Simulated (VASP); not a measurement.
## AlN: G0W0 quasiparticle levels with PBE

The system is AlN.

```
Al N
1.0
     0.00000    2.18488    2.18488
     2.18488    0.00000    2.18488
     2.18488    2.18488    0.00000
Al N
1 1
Cartesian
  0.0000 0.0000 0.0000
  1.0924 1.0924 1.0924
```

```json
{
 "Program": "VASP 6.6.1",
 "Task": "G0W0 quasiparticle levels",
 "Functional": "PBE",
 "Potentials or basis": "VASP PAW PBE potentials, release 64 (Al_GW, N_GW)",
 "Cutoff": "500 eV",
 "k mesh": "4 × 4 × 4",
 "Occupations": "gaussian, width 0.01 eV",
 "Spin": "no spin polarisation",
 "Dipole correction": "no",
 "GW scheme": "G0W0",
 "GW iterations": "1",
 "Cutoff of the response function": "110",
 "Frequency points": "48",
 "Empty bands": "90",
 "Further INCAR settings": "ALGO = EVGW0; EDIFF = 1e-08; NBANDS = 94"
}
```

```json
{
 "Quasiparticle gap": "4.47 eV",
 "Least direct quasiparticle gap": "5.67 eV",
 "Band gap of the starting levels on the mesh": "3.29 eV",
 "Least direct gap of the starting levels on the mesh": "4.17 eV"
}
```

Run time: 46 s on 1 thread of AMD EPYC 7R13 Processor (Zen 3) (shared host), peak memory 0.16 GiB.

Caveat: the k points lie up to 0.62 Å⁻¹ apart; bands, screening cutoff and mesh are small and nothing is extrapolated, so the quasiparticle values aren't converged.
